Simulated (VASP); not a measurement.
# GaP (Pm-3m) in VASP: further runs

Aim: see how the results for GaP move with the level of theory and the settings. Levels: PBE, r2SCAN. Tasks: single point, relaxation of cell and atoms.

All numbers are computed with VASP 6.6.1; they aren't measurements. Logs are shortened: lines on timing, memory, paths and dates and some standing lists are left out, and cuts for length are marked.

**1. The cell of the first run**

The structure is cubic, space group Pm-3m (No. 221). Conventional cell: a = 3.186 Å, b = 3.186 Å, c = 3.186 Å, α = 90.00°, β = 90.00°, γ = 90.00°. Ga (site symmetry m-3m) has 8 P at 2.76 Å and 6 Ga at 3.19 Å within 3.6 Å. P (site symmetry m-3m) has 8 Ga at 2.76 Å and 6 P at 3.19 Å within 3.6 Å.

**2. Single point, PBE**

INCAR reads:

```
ALGO = Normal ; EDIFF = 1E-7
ENCUT = 520 ; GGA = PE
ISIF = 2 ; ISMEAR = -1
LASPH = True ; LCHARG = False
LREAL = False ; LWAVE = False
NBANDS = 16 ; NELM = 100
PREC = Accurate ; SIGMA = 0.02
```

KPOINTS reads:

```
k-points
0
Gamma
  8 8 8
```

POSCAR reads:

```
GaP
1.0
    3.1864352332      0.0000000000      0.0000000000
    0.0000000000      3.1864352332      0.0000000000
    0.0000000000      0.0000000000      3.1864352332
Ga P
1 1
Direct
    0.0000000000      0.0000000000      0.0000000000
    0.5000000000      0.5000000000      0.5000000000
```

Potentials or basis: VASP PAW PBE potentials, release 64 (Ga_d, P).

On the command line:

```bash
$ cat potpaw_PBE.64/Ga_d/POTCAR potpaw_PBE.64/P/POTCAR > POTCAR
$ mpirun -np 1 vasp_std > vasp.out
```

OUTCAR:

```text
EDIFF = 1E-7
   ENCUT = 520
   GGA = PE
   ISIF = 2
   ISMEAR = -1
   LASPH = True
   LREAL = False
   NELM = 100
   PREC = Accurate

 ion  position               nearest neighbor table
   1  0.000  0.000  0.000-   2 2.76   2 2.76   2 2.76   2 2.76   2 2.76   2 2.76   2 2.76   2 2.76

   2  0.500  0.500  0.500-   1 2.76   1 2.76   1 2.76   1 2.76   1 2.76   1 2.76   1 2.76   1 2.76

  LATTYP: Found a simple cubic cell.
 ALAT       =     3.1864352332

  Lattice vectors:

 A1 = (   3.1864352332,   0.0000000000,   0.0000000000)
 A2 = (   0.0000000000,   3.1864352332,   0.0000000000)
 A3 = (   0.0000000000,   0.0000000000,   3.1864352332)

Analysis of symmetry for initial positions (statically):
=====================================================================
 Subroutine PRICEL returns:
 Original cell was already a primitive cell.

 Routine SETGRP: Setting up the symmetry group for a
 simple cubic supercell.

 Subroutine GETGRP returns: Found 48 space group operations
[... 9 lines left out ...]

 Routine SETGRP: Setting up the symmetry group for a
 simple cubic supercell.

 Subroutine GETGRP returns: Found 48 space group operations
[... 11 lines left out ...]
                                     Primitive cell

  volume of cell :      32.3531

  direct lattice vectors                    reciprocal lattice vectors
     3.186435233  0.000000000  0.000000000     0.313830323  0.000000000  0.000000000
     0.000000000  3.186435233  0.000000000     0.000000000  0.313830323  0.000000000
     0.000000000  0.000000000  3.186435233     0.000000000  0.000000000  0.313830323

  length of vectors
     3.186435233  3.186435233  3.186435233     0.313830323  0.313830323  0.313830323

  position of ions in fractional coordinates (direct lattice)
     0.000000000  0.000000000  0.000000000
     0.500000000  0.500000000  0.500000000

  ion indices of the primitive-cell ions
   primitive index   ion index
                 1           1
                 2           2

----------------------------------------------------------------------------------------

 KPOINTS: k-points

Automatic generation of k-mesh.
 Grid dimensions read from file:
 generate k-points for:    8    8    8

 Generating k-lattice:

  Cartesian coordinates                     Fractional coordinates (reciprocal lattice)
     0.039228790  0.000000000  0.000000000     0.125000000  0.000000000  0.000000000
     0.000000000  0.039228790  0.000000000     0.000000000  0.125000000  0.000000000
     0.000000000  0.000000000  0.039228790     0.000000000  0.000000000  0.125000000

  Length of vectors
     0.039228790  0.039228790  0.039228790

  Shift w.r.t. Gamma in fractional coordinates (k-lattice)
     0.000000000  0.000000000  0.000000000

 Subroutine IBZKPT returns following result:
 ===========================================

 Found     35 irreducible k-points:

 Following reciprocal coordinates:
            Coordinates               Weight
  0.000000  0.000000  0.000000      1.000000
  0.125000  0.000000  0.000000      6.000000
  0.250000  0.000000  0.000000      6.000000
  0.375000  0.000000  0.000000      6.000000
  0.500000  0.000000  0.000000      3.000000
  0.125000  0.125000  0.000000     12.000000
[... 16 lines left out ...]
  0.375000  0.375000  0.125000     24.000000
  0.500000  0.375000  0.125000     24.000000
 [... further k-points ...]
   k-points           NKPTS =     35   k-points in BZ     NKDIM =     35   number of bands    NBANDS=     16
   number of dos      NEDOS =    301   number of ions     NIONS =      2
   total plane-waves  NPLWV =  13824
   dimension x,y,z NGX =    24 NGY =   24 NGZ =   24
   dimension x,y,z NGXF=    48 NGYF=   48 NGZF=   48
   ions per type =               1   1
   NGX,Y,Z   is equivalent  to a cutoff of  12.52, 12.52, 12.52 a.u.
   NGXF,Y,Z  is equivalent  to a cutoff of  25.04, 25.04, 25.04 a.u.
 SYSTEM =  unknown system
   PREC   = accura    normal or accurate (medium, high low for compatibility)
   ISTART =      0    job   : 0-new  1-cont  2-samecut
   ICHARG =      2    charge: 1-file 2-atom 10-const
   ISPIN  =      1    spin polarized calculation?
   LNONCOLLINEAR =      F non collinear calculations
   LSORBIT =      F    spin-orbit coupling
   LASPH  =      T    aspherical Exc in radial PAW
   ENCUT  =  520.0 eV  38.22 Ry    6.18 a.u.   5.92  5.92  5.92*2*pi/ulx,y,z
   NELM   =    100;   NELMIN=  2; NELMDL= -5     # of ELM steps
   EDIFF  = 0.1E-06   stopping-criterion for ELM
   LREAL  =      F    real-space projection
   EDIFFG = 0.1E-05   stopping-criterion for IOM
   NSW    =      0    number of steps for IOM
   IBRION =     -1    ionic relax: 0-MD 1-quasi-New 2-CG
   NFREE  =      0    steps in history (QN), initial steepest desc. (CG)
   ISIF   =      2    stress and relaxation
   ISYM   =      2    0-nonsym 1-usesym 2-fastsym
   POTIM  = 0.5000    time-step for ionic-motion
   TEBEG  =    0.0;   TEEND  =   0.0 temperature during run
   PSTRESS=    0.0 pullay stress
   NELECT =      18.0000    total number of electrons
   NUPDOWN=      -1.0000    fix difference up-down
   EMIN   =  10.00;   EMAX   =-10.00  energy-range for DOS
   EFERMI =   0.00;   METHOD = LEGACY
   ISMEAR =    -1;   SIGMA  =   0.02  broadening in eV -4-tet -1-fermi 0-gaus
   EFERMI_NEDOS =   21; number of points for ismear=-14 and -15
   IALGO  =     38    algorithm
   IMIX   =      4    mixing-type and parameters
     AMIX     =   0.40;   BMIX     =  1.00
     AMIX_MAG =   1.60;   BMIX_MAG =  1.00
  volume/ion in A,a.u.               =      16.18       109.16
  Fermi-wavevector in a.u.,A,eV,Ry     =   1.346461  2.544443 24.666795  1.812958
  Thomas-Fermi vector in A             =   2.474291
   LORBIT       =      0    0 simple, 1 ext, 2 COOP (PROOUT), +10 PAW based schemes
   GGA     = PE    functional components
   LHFCALC =     F    Hartree Fock is set to
   AEXX    =    0.0000 exact exchange contribution
   IVDW    =     0    specifies the selected vdW correction
   LEPSILON=     F    determine dielectric tensor
   LRPA    =     F    only Hartree local field effects (RPA)
 non-spin polarized calculation
  energy-cutoff  :      520.00
  volume of cell :       32.35
 maximum number of plane-waves:       912
 NGX is ok and might be reduce to    24
   NGX = 11   NGY = 11   NGZ = 11

 number of electron      17.9999991 magnetization

 Free energy of the ion-electron system (eV)
  ---------------------------------------------------
  ext. energy  EPLUGINS =         0.00000000
  ---------------------------------------------------
  free energy    TOTEN  =        -7.62344476 eV

  energy without entropy =       -7.62161024  energy(sigma->0) =       -7.62252750

 E-fermi :   7.6279     XC(G=0): -11.3949

 val. band max:        7.6117491866   @ k =   0.5000   0.1250   0.1250
 cond. band min:       7.6392780270   @ k =   0.2500   0.1250   0.0000
 fundamental gap:      0.0275288405
 Fermi energy:         7.6278566476

 k-point     1 :       0.0000    0.0000    0.0000
  band No.  band energies     occupation
      1      -7.4064      2.00000
      2      -7.4064      2.00000
      3      -7.2524      2.00000
      4      -7.2524      2.00000
      5      -7.2524      2.00000
      6      -6.3963      2.00000
[... 8 lines left out ...]
     15      18.3703      0.00000
     16      21.5260      0.00000

 k-point     2 :       0.1250    0.0000    0.0000
  band No.  band energies     occupation
      1      -7.4040      2.00000
      2      -7.3890      2.00000
      3      -7.2616      2.00000
      4      -7.2616      2.00000
      5      -7.2514      2.00000
      6      -6.1862      2.00000
[... 8 lines left out ...]
     15      17.5530      0.00000
     16      21.6436      0.00000

 k-point     3 :       0.2500    0.0000    0.0000
  band No.  band energies     occupation
      1      -7.3982      2.00000
      2      -7.3490      2.00000
      3      -7.2837      2.00000
      4      -7.2837      2.00000
      5      -7.2489      2.00000
      6      -5.5677      2.00000
[... 8 lines left out ...]
     15      17.6294      0.00000
     16      20.2802      0.00000

 k-point     4 :       0.3750    0.0000    0.0000
  band No.  band energies     occupation
      1      -7.3923      2.00000
      2      -7.3106      2.00000
      3      -7.3056      2.00000
      4      -7.3056      2.00000
      5      -7.2465      2.00000
      6      -4.6262      2.00000
[... 8 lines left out ...]
     15      18.1691      0.00000
     16      21.1462      0.00000

 k-point     5 :       0.5000    0.0000    0.0000
  band No.  band energies     occupation
      1      -7.3899      2.00000
      2      -7.3146      2.00000
      3      -7.3146      2.00000
      4      -7.2950      2.00000
      5      -7.2455      2.00000
      6      -3.9333      2.00000
[... 8 lines left out ...]
     15      17.2031      0.00000
     16      22.5150      0.00000

 k-point     6 :       0.1250    0.1250    0.0000
  band No.  band energies     occupation
      1      -7.3945      2.00000
      2      -7.3778      2.00000
      3      -7.2766      2.00000
      4      -7.2616      2.00000
      5      -7.2592      2.00000
      6      -5.9714      2.00000
[... 8 lines left out ...]
     15      18.0273      0.00000
     16      20.2940      0.00000
[... 267 lines left out ...]
 k-point    21 :       0.3750    0.2500    0.1250
  band No.  band energies     occupation
      1      -7.3963      2.00000
      2      -7.3381      2.00000
      3      -7.3160      2.00000
      4      -7.2884      2.00000
      5      -7.2582      2.00000
      6      -3.5594      2.00000
[... 8 lines left out ...]
     15      19.1779      0.00000
     16      20.1217      0.00000

 k-point    22 :       0.5000    0.2500    0.1250
  band No.  band energies     occupation
      1      -7.4113      2.00000
      2      -7.3342      2.00000
      3      -7.3264      2.00000
      4      -7.2859      2.00000
      5      -7.2409      2.00000
      6      -2.8842      2.00000
[... 8 lines left out ...]
     15      19.0675      0.00000
     16      19.3317      0.00000

 k-point    23 :       0.3750    0.3750    0.1250
  band No.  band energies     occupation
      1      -7.4466      2.00000
      2      -7.3234      2.00000
      3      -7.3105      2.00000
      4      -7.3080      2.00000
      5      -7.2188      2.00000
      6      -2.6543      2.00000
[... 8 lines left out ...]
     15      19.6126      0.00000
     16      19.8061      0.00000

 k-point    24 :       0.5000    0.3750    0.1250
  band No.  band energies     occupation
      1      -7.4662      2.00000
      2      -7.3190      2.00000
      3      -7.3180      2.00000
      4      -7.3065      2.00000
      5      -7.2007      2.00000
      6      -2.0390      2.00000
[... 8 lines left out ...]
     15      19.2149      0.00000
     16      20.0320      0.00000

 [... further k-points ...]
[... 5 lines left out ...]
  --------------------------------------------------------------------------------------
  -------------------------------------------------------------------------------------
  Total        0.4175149      0.4175149      0.4175149     -0.0000000      0.0000000     -0.0000000
  in kB       20.6760339     20.6760339     20.6760339     -0.0000000      0.0000000     -0.0000000
  external PRESSURE =      20.6760339 kB  Pullay stress =       0.0000000 kB

 VOLUME and BASIS-vectors are now :
 -----------------------------------------------------------------------------
  energy-cutoff  :      520.00
  volume of cell :       32.35
      direct lattice vectors                 reciprocal lattice vectors
     3.186435233  0.000000000  0.000000000     0.313830323  0.000000000  0.000000000
     0.000000000  3.186435233  0.000000000     0.000000000  0.313830323  0.000000000
     0.000000000  0.000000000  3.186435233     0.000000000  0.000000000  0.313830323

 POSITION                                       TOTAL-FORCE (eV/Angst)
 -----------------------------------------------------------------------------------
      0.00000      0.00000      0.00000         0.000000      0.000000      0.000000
      1.59322      1.59322      1.59322         0.000000      0.000000      0.000000
 -----------------------------------------------------------------------------------
    total drift:                                0.000000      0.000000      0.000000

  FREE ENERGIE OF THE ION-ELECTRON SYSTEM (eV)
  ---------------------------------------------------
  free  energy   TOTEN  =        -7.6234447594 eV

  energy  without entropy=       -7.6216102435  energy(sigma->0) =       -7.62252750
```

Wall time 17 s (1 thread of AMD EPYC 7R43 (Zen 3), shared host); peak memory 0.11 GiB.

What came out:

```yaml
Free_energy: -7.6234 eV
Pressure: 2.1 GPa
Band_gap_on_the_k_mesh: zero (band 9 reaches 8.84 eV, above the bottom of band 10 at 5.22 eV)
```

Levels at points of the mesh, in eV from the Fermi level:
| k point | band 6 | band 7 | band 8 | band 9 | band 10 | band 11 | band 12 | band 13 |
| --- | --- | --- | --- | --- | --- | --- | --- | --- |
| (0.00, 0.00, 0.00) | -14.02 | -1.03 | -0.93 | -0.93 | -0.93 | 4.24 | 4.24 | 10.74 |
| (0.50, 0.00, 0.00) | -11.56 | -8.98 | 1.11 | 1.11 | 3.47 | 3.92 | 4.83 | 4.83 |
| (0.50, 0.50, 0.00) | -9.27 | -5.87 | -5.87 | -4.90 | 1.98 | 7.61 | 7.61 | 8.23 |
| (0.50, 0.50, 0.50) | -8.00 | -3.04 | -3.04 | -3.04 | -1.57 | -0.94 | -0.94 | -0.94 |

**3. Relaxation of cell and atoms, r2SCAN**

This run uses another cell than the first one, of 16.49 Å³/atom, 1.019 times its volume.

POSCAR reads:

```
GaP
1.0
    3.2067216894      0.0000000000      0.0000000000
    0.0000000000      3.2067216894      0.0000000000
    0.0000000000      0.0000000000      3.2067216894
Ga P
1 1
Direct
    0.0000000000      0.0000000000      0.0000000000
    0.5000000000      0.5000000000      0.5000000000
```

INCAR.step1 reads:

```
PREC = Accurate
ENCUT = 600
ISMEAR = -1
SIGMA = 0.02
LREAL = False
LASPH = True
NELM = 100
GGA = PE
ALGO = Normal
EDIFF = 1E-4
LWAVE = True
LCHARG = False
```

INCAR.step2 reads:

```
PREC = Accurate
ENCUT = 600
EDIFF = 1E-6
ISMEAR = -1
SIGMA = 0.02
LREAL = False
LASPH = True
NELM = 100
ALGO = Normal
ISIF = 3
LWAVE = False
LCHARG = False
METAGGA = R2SCAN
LMIXTAU = True
IBRION = 2
NSW = 80
EDIFFG = -0.005
ISTART = 1
```

KPOINTS reads:

```
Automatic mesh
0
Gamma
  8 8 8
```

Potentials or basis: VASP PAW PBE potentials, release 64 (Ga_d, P).

On the command line:

```bash
$ cat potpaw_PBE.64/Ga_d/POTCAR potpaw_PBE.64/P/POTCAR > POTCAR
$ cp INCAR.step1 INCAR
$ mpirun -np 1 vasp_std > vasp.out
$ cp INCAR.step2 INCAR
$ mpirun -np 1 vasp_std > vasp.out
```

It took 4 min on 1 thread of AMD EPYC 7R43 (Zen 3), shared host; peak memory 0.14 GiB.

It converged, with:

```yaml
Free_energy: -19.5023 eV
Relaxed_volume: 16.17 Å³/atom
Relaxed_cell: a = 3.186 Å, b = 3.186 Å, c = 3.186 Å, α = 90.00°, β = 90.00°, γ = 90.00°
Space_group_after_relaxing_to_0.05_Å: Pm-3m (No. 221)
Energy_gained_by_relaxing: 1.7 meV/atom
Ionic_steps: 3
Pressure_after_relaxing: 0.0 GPa
```

Step by step:
| step | energy change (eV) | largest force (eV/Å) | pressure (GPa) | volume (Å³) |
| --- | --- | --- | --- | --- |
| 1 | 0.0000 | 0.0000 | -1.69 | 32.97 |
| 2 | -0.0031 | 0.0000 | 0.53 | 32.15 |
| 3 | -0.0033 | 0.0000 | 0.00 | 32.34 |

Final structure:
```
Ga P
1.0
     3.18601    0.00000    0.00000
     0.00000    3.18601    0.00000
     0.00000    0.00000    3.18601
Ga P
1 1
Direct
  0.00000 0.00000 0.00000
  0.50000 0.50000 0.50000
```

Levels at points of the mesh, in eV from the Fermi level:
| k point | band 5 | band 6 | band 7 | band 8 | band 9 | band 10 | band 11 | band 12 | band 13 |
| --- | --- | --- | --- | --- | --- | --- | --- | --- | --- |
| (0.00, 0.00, 0.00) | -15.40 | -14.70 | -0.99 | -0.99 | -0.99 | -0.73 | 4.66 | 4.66 | 11.45 |
| (0.50, 0.00, 0.00) | -15.40 | -12.12 | -9.33 | 1.17 | 1.17 | 3.95 | 4.35 | 5.10 | 5.10 |
| (0.50, 0.50, 0.00) | -15.33 | -9.68 | -6.14 | -6.14 | -4.97 | 2.11 | 8.23 | 8.23 | 8.69 |
| (0.50, 0.50, 0.50) | -15.33 | -8.32 | -3.18 | -3.18 | -3.18 | -1.44 | -0.86 | -0.86 | -0.86 |

Caveat: the bands computed are all filled at some k points, so no gap is given; the PAW data sets were made with another functional, which shifts forces and pressure a little.
